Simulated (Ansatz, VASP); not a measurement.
One calculation of Zr2H3, two programs

INCAR

```
PREC = Accurate
ENCUT = 520
EDIFF = 1E-7
ISMEAR = 0
SIGMA = 0.1
LREAL = F
LASPH = T
NELM = 80
ALGO = Normal
ISIF = 2
LWAVE = F
LCHARG = T
GGA = PE
LELF = T
LVHAR = T
NBANDS = 22
```

The input KPOINTS:

```
Automatic mesh
0
Gamma
  6 6 6
```

File POSCAR:

```
Zr2H3
1.0
   -2.2458214900      2.2458214900      3.0993998900
    2.2458214900     -2.2458214900      3.0993998900
    2.2458214900      2.2458214900     -3.0993998900
Zr H
2 3
Direct
    0.7500000000      0.2500000000      0.5000000000
    0.2500000000      0.7500000000      0.5000000000
    0.0000000000      0.0000000000      0.0000000000
    0.5000000000      0.0000000000      0.5000000000
    0.0000000000      0.5000000000      0.5000000000
```

Input for Ansatz:

```yaml
crystal:
  lattice:
    - [-2.24582149, 2.24582149, 3.09939989]
    - [2.24582149, -2.24582149, 3.09939989]
    - [2.24582149, 2.24582149, -3.09939989]
  atoms:
    - { symbol: Zr, position: [0.75, 0.25, 0.5] }
    - { symbol: Zr, position: [0.25, 0.75, 0.5] }
    - { symbol: H, position: [0.0, 0.0, 0.0] }
    - { symbol: H, position: [0.5, 0.0, 0.5] }
    - { symbol: H, position: [0.0, 0.5, 0.5] }
basis:
  ecutwfc: 420
kpoints:
  mp_grid: { grid: [6, 6, 6] }
hamiltonian:
  xc: pbe
scf:
  occupations: { method: gaussian, width: 0.1 }
  lower_state_search: "off"
output:
  forces: true
  stress: true
  eigenvalues: true
```

Alike in both runs: task single point; functional PBE; k mesh 6 × 6 × 6; occupations gaussian, width 0.1 eV; no spin polarisation.

|  | VASP | Ansatz |
| --- | --- | --- |
| version | VASP 6.6.1 | Ansatz 0.2.0 |
| potentials or method | VASP PAW PBE potentials, release 64 (Zr_sv, H), cutoff 520 eV | scalar-relativistic, plane waves, PAW |
| valence electrons in the cell | 27 | 27 |

```csv
,VASP,Ansatz,Ansatz less VASP
gap on the k mesh at the Fermi level (eV),none,none,-
pressure (GPa),25.5,25.5,-0.01
"traceless stress, the component that is largest in VASP (GPa)",67.84,67.57,-0.270
```

A gap of «none» marks a metal or a gap that the smearing closes. The functional is the same, so the differences come from potentials, cutoffs and numerics.
